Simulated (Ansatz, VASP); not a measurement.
# One calculation of FeGe, two programs

File POSCAR:

```
FeGe
1.0
    3.0161688700      0.0000000000      0.0000000000
    0.0000000000      3.0161688700      0.0000000000
    0.0000000000      0.0000000000      3.0161688700
Fe Ge
1 1
Direct
    0.0000000000      0.0000000000      0.0000000000
    0.4633440200      0.4507515000      0.4535288900
```

INCAR.step1

```
  PREC = Accurate
  ENCUT = 520
  ISMEAR = 0
  SIGMA = 0.05
  LREAL = False
  LASPH = True
  NELM = 150
  ISPIN = 2
  MAGMOM = 4 0
  LMAXMIX = 4
  NBANDS = 22
  GGA = PE
  ALGO = Normal
  EDIFF = 1E-4
  LWAVE = True
  LCHARG = False
```

File INCAR.step2:

```
  PREC = Accurate
  ENCUT = 520
  EDIFF = 1E-6
  ISMEAR = 0
  SIGMA = 0.05
  LREAL = False
  LASPH = True
  NELM = 150
  ALGO = Normal
  ISIF = 2
  LWAVE = False
  LCHARG = False
  ISPIN = 2
  MAGMOM = 4 0
  LORBIT = 11
  LMAXMIX = 4
  METAGGA = R2SCAN
  LMIXTAU = True
  NBANDS = 22
  ISTART = 1
```

KPOINTS

```
Automatic mesh
0
Gamma
  3 3 3
```

Input for Ansatz:

```yaml
crystal:
  lattice:
    - [3.01616887, 0.0, 0.0]
    - [0.0, 3.01616887, 0.0]
    - [0.0, 0.0, 3.01616887]
  atoms:
    - { symbol: Fe, position: [0.0, 0.0, 0.0], spin: 4.0 }
    - { symbol: Ge, position: [0.46334402, 0.4507515, 0.45352889], spin: 0.0 }
kpoints:
  mp_grid: { grid: [3, 3, 3], shift: [0, 0, 0] }
hamiltonian:
  xc: r2scan
  dispersion: none
  pseudopotentials: { kind: paw }
scf:
  occupations: { method: gaussian, width: "0.05 eV" }
magnetization:
  spin_polarized: true
```

Alike in both runs: task single point; functional r2SCAN; k mesh 3 × 3 × 3; collinear spin.

|  | VASP | Ansatz |
| --- | --- | --- |
| version | VASP 6.6.1 | Ansatz development build ahead of 0.2.0 |
| potentials or method | VASP PAW PBE potentials, release 64 (Fe, Ge_d) | PAW (an earlier, plane waves, scalar-relativistic |
| plane-wave cutoff (eV) | 520 | 1230 |
| occupations | gaussian, width 0.05 eV | gaussian |

|  | VASP | Ansatz | Ansatz less VASP |
| --- | --- | --- | --- |
| net moment per atom (μB) | 0.96 | 0.96 | +0.002 |
| size of the moment on the site where the two differ most (μB) | 1.97 | 1.96 | -0.010 |

VASP's potentials were made for PBE, not for r2SCAN. Site moments also hang on the region over which each program counts them. Ansatz's warnings: stability check not made.

The k mesh is coarse, so the values compare programs but aren't converged.
